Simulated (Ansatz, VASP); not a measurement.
Two plane-wave programs on InP

```xyz
2
Lattice="0.0000 2.7072 2.7072 2.7072 0.0000 2.7072 2.7072 2.7072 0.0000" Properties=species:S:1:pos:R:3 pbc="T T T"
In    0.0000    0.0000    0.0000
P     2.7072    2.7072    2.7072
```

Alike in both runs: task single point; functional LDA; k mesh 8 × 8 × 8; occupations gaussian, width 0.05 eV; no spin polarisation.

|  | VASP | Ansatz |
| --- | --- | --- |
| version | VASP 6.6.1 | Ansatz 0.2.0 |
| potentials or method | VASP PAW LDA potentials, release 64 (In_d, P), cutoff 500 eV | scalar-relativistic, plane waves, PAW |
| valence electrons in the cell | 18 | 18 |

|  | VASP | Ansatz | Ansatz less VASP |
| --- | --- | --- | --- |
| gap on the k mesh at the Fermi level (eV) | none | none | - |
| pressure (GPa) | 0.1 | 0.0 | -0.08 |

LDA's correlation is that of Perdew and Zunger in VASP and of Perdew and Wang (1992) in Ansatz. A gap of «none» marks a metal or a gap that the smearing closes.
